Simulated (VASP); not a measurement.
# NiSb (P6_3/mmc) in VASP: notebook

NiSb is run at these levels: PBE; tasks: single point.

Everything below comes from runs of VASP 6.6.1. Logs are shortened: lines on timing, memory, paths and dates and some standing lists are left out, and cuts for length are marked.

### Step 1. The cell of the first run

The structure is hexagonal, space group P6_3/mmc (No. 194). Conventional cell: a = 3.646 Å, b = 3.646 Å, c = 4.753 Å, α = 90.00°, β = 90.00°, γ = 120.00°. Within 3.1 Å of Ni (site symmetry -3m) lie 2 Ni at 2.38 Å and 6 Sb at 2.42 Å. Within 3.2 Å of Sb (site symmetry -6m2) lie 6 Ni at 2.42 Å and 6 Sb at 3.17 Å.

### Step 2. Single point, PBE (13.68 Å³/atom)

INCAR reads:

```
SYSTEM = NiSb
ALGO = Normal ; EDIFF = 1E-6
ENCUT = 520 ; GGA = PE
ISIF = 2 ; ISMEAR = -1
LASPH = .TRUE. ; LCHARG = .FALSE.
LREAL = .FALSE. ; LWAVE = .FALSE.
NBANDS = 23 ; NELM = 100
PREC = Accurate ; SIGMA = 0.05
```

KPOINTS reads:

```
k-points
0
G
  10 10 7
  0 0 0
```

POSCAR reads:

```
NiSb
1.0
    3.6464321877      0.0000000000      0.0000000000
   -1.8232160938      3.1579029078      0.0000000000
    0.0000000000      0.0000000000      4.7529869656
Ni Sb
2 2
Direct
    0.0000000000      0.0000000000      0.0000000000
    0.0000000000      0.0000000000      0.5000000000
    0.3333333333      0.6666666667      0.2500000000
    0.6666666667      0.3333333333      0.7500000000
```

Potentials or basis: VASP PAW PBE potentials, release 64 (Ni, Sb).

On the command line:

```bash
cat potpaw_PBE.64/Ni/POTCAR potpaw_PBE.64/Sb/POTCAR > POTCAR
mpirun -np 1 vasp_std > vasp.out
```

OUTCAR:

```text
SYSTEM = NiSb
   EDIFF = 1E-6
   ENCUT = 520
   GGA = PE
   ISIF = 2
   ISMEAR = -1
   LASPH = .TRUE.
   LREAL = .FALSE.
   NELM = 100
   PREC = Accurate

 ion  position               nearest neighbor table
   1  0.000  0.000  0.000-   2 2.38   2 2.38   4 2.42   3 2.42   4 2.42   3 2.42   4 2.42   3 2.42

   2  0.000  0.000  0.500-   1 2.38   1 2.38   4 2.42   3 2.42   4 2.42   3 2.42   4 2.42   3 2.42

   3  0.333  0.667  0.250-   1 2.42   2 2.42   1 2.42   2 2.42   1 2.42   2 2.42   4 3.17   4 3.17
                             4 3.17   4 3.17   4 3.17   4 3.17
   4  0.667  0.333  0.750-   1 2.42   2 2.42   1 2.42   2 2.42   1 2.42   2 2.42   3 3.17   3 3.17
                             3 3.17   3 3.17   3 3.17   3 3.17

  LATTYP: Found a hexagonal cell.
 ALAT       =     3.6464321877
 C/A-ratio  =     1.3034623218

  Lattice vectors:

 A1 = (   3.6464321877,   0.0000000000,   0.0000000000)
 A2 = (  -1.8232160938,   3.1579029078,   0.0000000000)
 A3 = (   0.0000000000,   0.0000000000,   4.7529869656)

Analysis of symmetry for initial positions (statically):
=====================================================================
 Subroutine PRICEL returns:
 Original cell was already a primitive cell.

 Routine SETGRP: Setting up the symmetry group for a
 hexagonal supercell.

 Subroutine GETGRP returns: Found 24 space group operations
 (whereof 12 operations were pure point group operations)
 out of a pool of 24 trial point group operations.

The static configuration has the point symmetry D_3d.
 The point group associated with its full space group is D_6h.

Analysis of symmetry for dynamics (positions and initial velocities):
=====================================================================
 Subroutine PRICEL returns:
 Original cell was already a primitive cell.

 Routine SETGRP: Setting up the symmetry group for a
 hexagonal supercell.

 Subroutine GETGRP returns: Found 24 space group operations
 (whereof 12 operations were pure point group operations)
 out of a pool of 24 trial point group operations.

The dynamic configuration has the point symmetry D_3d.
 The point group associated with its full space group is D_6h.

 Subroutine INISYM returns: Found 24 space group operations
 (whereof 12 operations are pure point group operations),
 and found     1 'primitive' translations

----------------------------------------------------------------------------------------

[... 95 lines left out ...]
   NELM   =    100;   NELMIN=  2; NELMDL= -5     # of ELM steps
   EDIFF  = 0.1E-05   stopping-criterion for ELM
   LREAL  =      F    real-space projection
   EDIFFG = 0.1E-04   stopping-criterion for IOM
   NSW    =      0    number of steps for IOM
   IBRION =     -1    ionic relax: 0-MD 1-quasi-New 2-CG
   NFREE  =      0    steps in history (QN), initial steepest desc. (CG)
   ISIF   =      2    stress and relaxation
   ISYM   =      2    0-nonsym 1-usesym 2-fastsym
   POTIM  = 0.5000    time-step for ionic-motion
   TEBEG  =    0.0;   TEEND  =   0.0 temperature during run
   PSTRESS=    0.0 pullay stress
   NELECT =      30.0000    total number of electrons
   NUPDOWN=      -1.0000    fix difference up-down
   EMIN   =  10.00;   EMAX   =-10.00  energy-range for DOS
   EFERMI =   0.00;   METHOD = LEGACY
   ISMEAR =    -1;   SIGMA  =   0.05  broadening in eV -4-tet -1-fermi 0-gaus
   EFERMI_NEDOS =   21; number of points for ismear=-14 and -15
   IALGO  =     38    algorithm
   IMIX   =      4    mixing-type and parameters
     AMIX     =   0.40;   BMIX     =  1.00
     AMIX_MAG =   1.60;   BMIX_MAG =  1.00
  volume/ion in A,a.u.               =      13.68        92.34
  Fermi-wavevector in a.u.,A,eV,Ry     =   1.339792  2.531840 24.423040  1.795043
  Thomas-Fermi vector in A             =   2.468156
   LORBIT       =      0    0 simple, 1 ext, 2 COOP (PROOUT), +10 PAW based schemes
   GGA     = PE    functional components
   LHFCALC =     F    Hartree Fock is set to
   AEXX    =    0.0000 exact exchange contribution
   IVDW    =     0    specifies the selected vdW correction
   LEPSILON=     F    determine dielectric tensor
   LRPA    =     F    only Hartree local field effects (RPA)
 non-spin polarized calculation
  energy-cutoff  :      520.00
  volume of cell :       54.73
 maximum number of plane-waves:      1494
 NGX is ok and might be reduce to    28
   NGX = 13   NGY = 13   NGZ = 17

 number of electron      29.9999995 magnetization

 Free energy of the ion-electron system (eV)
  ---------------------------------------------------
  ext. energy  EPLUGINS =         0.00000000
  ---------------------------------------------------
  free energy    TOTEN  =       -18.28162901 eV

  energy without entropy =      -18.27095475  energy(sigma->0) =      -18.27629188

 E-fermi :  13.8939     XC(G=0): -12.6831

 val. band max:       13.8886699954   @ k =   0.3000   0.1000   0.4286
 cond. band min:      13.9295214399   @ k =   0.5000  -0.0000   0.0000
 fundamental gap:      0.0408514445
 Fermi energy:        13.8938800306

 k-point     1 :       0.0000    0.0000    0.0000
  band No.  band energies     occupation
      1      -1.3176      2.00000
      2       4.8726      2.00000
      3       5.8965      2.00000
      4       8.5460      2.00000
      5       8.5460      2.00000
      6       9.3613      2.00000
[... 613 lines left out ...]
     22      23.7022      0.00000
     23      24.5416      0.00000

 [... further k-points ...]

------------------------ aborting loop because EDIFF is reached ----------------------------------------

  FORCE on cell =-STRESS in cart. coord.  units (eV):
  Direction    XX          YY          ZZ          XY          YZ          ZX
  --------------------------------------------------------------------------------------
  -------------------------------------------------------------------------------------
  Total       18.3158470     18.3158470     17.7631477      0.0000000      0.0000000      0.0000000
  in kB      536.1719037    536.1719037    519.9923702      0.0000000      0.0000000      0.0000000
  external PRESSURE =     530.7787259 kB  Pullay stress =       0.0000000 kB

 VOLUME and BASIS-vectors are now :
 -----------------------------------------------------------------------------
  energy-cutoff  :      520.00
  volume of cell :       54.73
      direct lattice vectors                 reciprocal lattice vectors
     3.646432188  0.000000000  0.000000000     0.274240668  0.158332924  0.000000000
    -1.823216094  3.157902908  0.000000000     0.000000000  0.316665847  0.000000000
     0.000000000  0.000000000  4.752986966     0.000000000  0.000000000  0.210394013

 POSITION                                       TOTAL-FORCE (eV/Angst)
 -----------------------------------------------------------------------------------
      0.00000      0.00000      0.00000         0.000000      0.000000     -0.000000
      0.00000      0.00000      2.37649         0.000000      0.000000     -0.000000
     -0.00000      2.10527      1.18825         0.000000     -0.000000      0.000000
      1.82322      1.05263      3.56474        -0.000000      0.000000     -0.000000
 -----------------------------------------------------------------------------------
    total drift:                               -0.000000      0.000000      0.000000

  FREE ENERGIE OF THE ION-ELECTRON SYSTEM (eV)
  ---------------------------------------------------
  free  energy   TOTEN  =       -18.2816290146 eV

  energy  without entropy=      -18.2709547501  energy(sigma->0) =      -18.27629188
```

OSZICAR:

```text
N       E                     dE             d eps       ncg     rms          rms(c)
DAV:   1     0.183535236477E+03    0.18354E+03   -0.12352E+04  2592   0.141E+03
DAV:   2    -0.948524731231E+01   -0.19302E+03   -0.18346E+03  2667   0.297E+02
DAV:   3    -0.194347336564E+02   -0.99495E+01   -0.97735E+01  3172   0.832E+01
DAV:   4    -0.196350310376E+02   -0.20030E+00   -0.20012E+00  2877   0.112E+01
DAV:   5    -0.196416227161E+02   -0.65917E-02   -0.65912E-02  3391   0.211E+00    0.157E+01
DAV:   6    -0.202773161118E+02   -0.63569E+00   -0.15860E+01  2948   0.757E+01    0.121E+01
DAV:   7    -0.183762438410E+02    0.19011E+01   -0.66508E+00  3018   0.554E+01    0.557E+00
DAV:   8    -0.183046905555E+02    0.71553E-01   -0.39453E-01  2814   0.412E+00    0.146E+00
DAV:   9    -0.182813856345E+02    0.23305E-01   -0.69928E-02  3123   0.505E+00    0.278E-01
DAV:  10    -0.182817704056E+02   -0.38477E-03   -0.59385E-03  2984   0.715E-01    0.156E-01
DAV:  11    -0.182816305387E+02    0.13987E-03   -0.43701E-04  3835   0.365E-01    0.274E-02
DAV:  12    -0.182816375166E+02   -0.69779E-05   -0.60005E-05  3136   0.529E-02    0.223E-02
DAV:  13    -0.182816302299E+02    0.72867E-05   -0.59983E-06  3245   0.438E-02    0.784E-03
DAV:  14    -0.182816289485E+02    0.12813E-05   -0.15569E-06  1951   0.128E-02    0.163E-03
DAV:  15    -0.182816290146E+02   -0.66048E-07   -0.61819E-07  1729   0.115E-02
   1 F= -.18281629E+02 E0= -.18276292E+02  d E =-.106743E-01
```

stdout:

```text
POSCAR found type information on POSCAR NiSb
 POSCAR found :  2 types and       4 ions
 scaLAPACK will be used
 LDA part: xc-table for (Slater+PW92), standard interpolation
 POSCAR, INCAR and KPOINTS ok, starting setup
 FFT: planning ... GRIDC
 FFT: planning ... GRID_SOFT
 FFT: planning ... GRID
 WAVECAR not read
 entering main loop
```

It took 2 min on 1 thread of AMD EPYC 7R13, shared host; peak memory 0.19 GiB.

Results:

- Free energy: -18.2816 eV
- Pressure: 53.1 GPa
- Band gap on the k mesh: zero (bands 15 and 16 overlap by 3.95 eV)

Caveat: the cell stands under pressure; spin-orbit coupling is left out, which moves the levels of the heavy elements.

### Step 3. Single point, PBE (14.71 Å³/atom)

This run uses another cell than the first one, of 14.71 Å³/atom.

INCAR reads:

```
  PREC = Accurate
  ENCUT = 520
  EDIFF = 1E-6
  ISMEAR = -1
  SIGMA = 0.05
  LREAL = False
  LASPH = True
  NELM = 60
  ALGO = Normal
  ISIF = 2
  LWAVE = False
  LCHARG = False
  GGA = PE
  NBANDS = 23
```

KPOINTS reads:

```
regular mesh
0
Gamma
  10 10 7
```

POSCAR reads:

```
NiSb
1.0
    3.7354044302      0.0000000000      0.0000000000
   -1.8677022151      3.2349551300      0.0000000000
    0.0000000000      0.0000000000      4.8689589315
Ni Sb
2 2
Direct
    0.0000000000      0.0000000000      0.0000000000
    0.0000000000      0.0000000000      0.5000000000
    0.3333333333      0.6666666667      0.2500000000
    0.6666666667      0.3333333333      0.7500000000
```

Potentials or basis: VASP PAW PBE potentials, release 64 (Ni, Sb).

On the command line:

```bash
cat potpaw_PBE.64/Ni/POTCAR potpaw_PBE.64/Sb/POTCAR > POTCAR
mpirun -np 1 vasp_std > vasp.out
```

Run time: 2.1 min. Hardware: 1 thread of AMD EPYC 7R13, shared host; peak memory 0.19 GiB.

It converged, with:

```yaml
Free_energy: -19.3496 eV
Pressure: 31.6 GPa
Band_gap_on_the_k_mesh: zero (bands 15 and 16 overlap by 3.62 eV)
```

Stress tensor (GPa, compression positive):
```
32.05  0.00  0.00
 0.00 32.05  0.00
 0.00  0.00 30.83
```

Levels at points of the mesh, in eV from the Fermi level:
| k point | band 13 | band 14 | band 15 | band 16 | band 17 | band 18 |
| --- | --- | --- | --- | --- | --- | --- |
| (0.00, 0.00, 0.00) | -0.14 | 0.63 | 0.63 | 2.84 | 2.84 | 3.23 |
| (0.50, 0.00, 0.00) | -2.09 | -1.87 | -1.77 | -0.14 | 1.25 | 3.43 |

Caveat: the cell stands under pressure; spin-orbit coupling is left out, which moves the levels of the heavy elements. Spin polarisation is off, so any magnetic state and its effect on volume and gap are missing.

### Step 4. Single point, PBE (15.74 Å³/atom)

This run uses another cell than the first one, of 15.74 Å³/atom.

INCAR reads:

```
PREC     = Accurate       # precision mode
ENCUT    = 520            # plane-wave cutoff, eV
EDIFF    = 1E-6           # SCF threshold, eV
ISMEAR   = -1             # smearing method
SIGMA    = 0.05           # smearing width, eV
LREAL    = False          # projectors in reciprocal space
LASPH    = True           # aspherical terms in the spheres
NELM     = 60             # most SCF steps
ALGO     = Normal         # electronic algorithm
ISIF     = 2              # what is computed and relaxed
LWAVE    = False          # write WAVECAR
LCHARG   = False          # write CHGCAR
GGA      = PE             # functional
NBANDS   = 23             # bands
```

KPOINTS reads:

```
Automatic mesh
0
Gamma
  10 10 7
```

POSCAR reads:

```
NiSb
1.0
    3.8203289094      0.0000000000      0.0000000000
   -1.9101644547      3.3085018864      0.0000000000
    0.0000000000      0.0000000000      4.9796547902
Ni Sb
2 2
Direct
    0.0000000000      0.0000000000      0.0000000000
    0.0000000000      0.0000000000      0.5000000000
    0.3333333333      0.6666666667      0.2500000000
    0.6666666667      0.3333333333      0.7500000000
```

Potentials or basis: VASP PAW PBE potentials, release 64 (Ni, Sb).

On the command line:

```bash
cat potpaw_PBE.64/Ni/POTCAR potpaw_PBE.64/Sb/POTCAR > POTCAR
mpirun -np 1 vasp_std > vasp.out
```

OUTCAR:

```text
PREC = Accurate
   ENCUT = 520
   EDIFF = 1E-6
   ISMEAR = -1
   LREAL = False
   LASPH = True
   NELM = 60
   ISIF = 2
   GGA = PE

 ion  position               nearest neighbor table
   1  0.000  0.000  0.000-   2 2.49   2 2.49   4 2.53   3 2.53   4 2.53   3 2.53   4 2.53   3 2.53

   2  0.000  0.000  0.500-   1 2.49   1 2.49   4 2.53   3 2.53   4 2.53   3 2.53   4 2.53   3 2.53

   3  0.333  0.667  0.250-   1 2.53   2 2.53   1 2.53   2 2.53   1 2.53   2 2.53   4 3.33   4 3.33
                             4 3.33   4 3.33   4 3.33   4 3.33
   4  0.667  0.333  0.750-   1 2.53   2 2.53   1 2.53   2 2.53   1 2.53   2 2.53   3 3.33   3 3.33
                             3 3.33   3 3.33   3 3.33   3 3.33

  LATTYP: Found a hexagonal cell.
 ALAT       =     3.8203289094
 C/A-ratio  =     1.3034623218

  Lattice vectors:

 A1 = (   3.8203289094,   0.0000000000,   0.0000000000)
 A2 = (  -1.9101644547,   3.3085018864,   0.0000000000)
 A3 = (   0.0000000000,   0.0000000000,   4.9796547902)

Analysis of symmetry for initial positions (statically):
=====================================================================
 Subroutine PRICEL returns:
 Original cell was already a primitive cell.
[... 176 lines left out ...]

 val. band max:       11.3623545681   @ k =   0.1000   0.0000   0.1429
 cond. band min:      11.4096468461   @ k =   0.4000   0.0000   0.0000
 fundamental gap:      0.0472922780
 Fermi energy:        11.3976060675

 k-point     1 :       0.0000    0.0000    0.0000
  band No.  band energies     occupation
      1      -2.3685      2.00000
      2       2.7738      2.00000
      3       4.5262      2.00000
      4       6.9731      2.00000
      5       6.9731      2.00000
      6       7.7637      2.00000
[... 613 lines left out ...]
     22      20.3850      0.00000
     23      21.4247      0.00000

 [... further k-points ...]

------------------------ aborting loop because EDIFF is reached ----------------------------------------

  FORCE on cell =-STRESS in cart. coord.  units (eV):
  Direction    XX          YY          ZZ          XY          YZ          ZX
  --------------------------------------------------------------------------------------
  -------------------------------------------------------------------------------------
  Total        6.7000831      6.7000831      6.4144992     -0.0000000      0.0000000     -0.0000000
  in kB      170.5530116    170.5530116    163.2833721     -0.0000000      0.0000000     -0.0000000
  external PRESSURE =     168.1297985 kB  Pullay stress =       0.0000000 kB

 VOLUME and BASIS-vectors are now :
 -----------------------------------------------------------------------------
  energy-cutoff  :      520.00
  volume of cell :       62.94
      direct lattice vectors                 reciprocal lattice vectors
     3.820328909  0.000000000  0.000000000     0.261757567  0.151125802  0.000000000
    -1.910164455  3.308501886  0.000000000     0.000000000  0.302251603  0.000000000
     0.000000000  0.000000000  4.979654790     0.000000000  0.000000000  0.200817133

 POSITION                                       TOTAL-FORCE (eV/Angst)
 -----------------------------------------------------------------------------------
      0.00000      0.00000      0.00000         0.000000      0.000000     -0.000000
      0.00000      0.00000      2.48983         0.000000      0.000000     -0.000000
     -0.00000      2.20567      1.24491        -0.000000      0.000000      0.000000
      1.91016      1.10283      3.73474         0.000000     -0.000000      0.000000
 -----------------------------------------------------------------------------------
    total drift:                               -0.000000      0.000000     -0.000000

  FREE ENERGIE OF THE ION-ELECTRON SYSTEM (eV)
  ---------------------------------------------------
  free  energy   TOTEN  =       -19.9583820958 eV

  energy  without entropy=      -19.9432084164  energy(sigma->0) =      -19.95079526
```

OSZICAR:

```text
N       E                     dE             d eps       ncg     rms          rms(c)
DAV:   1     0.175443240862E+03    0.17544E+03   -0.12363E+04  2584   0.138E+03
DAV:   2    -0.118048295915E+02   -0.18725E+03   -0.17762E+03  2646   0.288E+02
DAV:   3    -0.211808842357E+02   -0.93761E+01   -0.91752E+01  3213   0.797E+01
DAV:   4    -0.213695645992E+02   -0.18868E+00   -0.18851E+00  2793   0.106E+01
DAV:   5    -0.213760954655E+02   -0.65309E-02   -0.65304E-02  3553   0.207E+00    0.139E+01
DAV:   6    -0.231342719855E+02   -0.17582E+01   -0.21930E+01  2933   0.852E+01    0.153E+01
DAV:   7    -0.200003511303E+02    0.31339E+01   -0.86760E+00  3017   0.606E+01    0.397E+00
DAV:   8    -0.200003414439E+02    0.96864E-05   -0.65056E-01  3380   0.613E+00    0.218E+00
DAV:   9    -0.199582781140E+02    0.42063E-01   -0.13076E-01  3073   0.635E+00    0.395E-01
DAV:  10    -0.199585705362E+02   -0.29242E-03   -0.50156E-03  2920   0.639E-01    0.288E-01
DAV:  11    -0.199584015786E+02    0.16896E-03   -0.45615E-04  3171   0.159E-01    0.611E-02
DAV:  12    -0.199583865042E+02    0.15074E-04   -0.14232E-04  3784   0.178E-01    0.322E-02
DAV:  13    -0.199583849224E+02    0.15818E-05   -0.16780E-05  2828   0.310E-02    0.160E-02
DAV:  14    -0.199583826562E+02    0.22662E-05   -0.15247E-06  2267   0.961E-03    0.245E-03
DAV:  15    -0.199583820958E+02    0.56043E-06   -0.33550E-07  1617   0.554E-03
   1 F= -.19958382E+02 E0= -.19950795E+02  d E =-.151737E-01
```

Run time: 2.5 min. Hardware: 1 thread of AMD EPYC 7R13, shared host; peak memory 0.19 GiB.

What came out:

- Free energy: -19.9584 eV
- Pressure: 16.8 GPa
- Band gap on the k mesh: zero (bands 15 and 16 overlap by 3.33 eV)

Levels at points of the mesh, in eV from the Fermi level:
| k point | band 13 | band 14 | band 15 | band 16 | band 17 | band 18 |
| --- | --- | --- | --- | --- | --- | --- |
| (0.00, 0.00, 0.00) | -0.09 | 0.62 | 0.62 | 2.68 | 2.68 | 3.20 |
| (0.50, 0.00, 0.00) | -1.86 | -1.65 | -1.56 | -0.25 | 1.21 | 3.44 |

Caveat: the cell stands under pressure; spin-orbit coupling is left out, which moves the levels of the heavy elements. Spin polarisation is off, so any magnetic state and its effect on volume and gap are missing.

### Step 5. The runs side by side

| cell | gap on the mesh (eV) | pressure (GPa) |
| --- | --- | --- |
| a = 3.646, b = 3.646, c = 4.753 Å, angles 90.0, 90.0, 120.0°, 4 atoms | none | 53.1 |
| a = 3.735, b = 3.735, c = 4.869 Å, angles 90.0, 90.0, 120.0°, 4 atoms | none | 31.6 |
| a = 3.820, b = 3.820, c = 4.980 Å, angles 90.0, 90.0, 120.0°, 4 atoms | none | 16.8 |

Alike in all rows: task single point; level PBE; potentials or basis VASP PAW PBE potentials, release 64 (Ni, Sb); no spin polarisation; k mesh 10 × 10 × 7; cutoff (eV) 520; smearing fermi-dirac 0.05 eV.

Caveats: the cell stands under pressure; spin-orbit coupling is left out, which moves the levels of the heavy elements.

Absolute energies hang on the potentials; compare differences alone.

The gap in the log of VASP goes by the Fermi energy; the results here count the filled bands.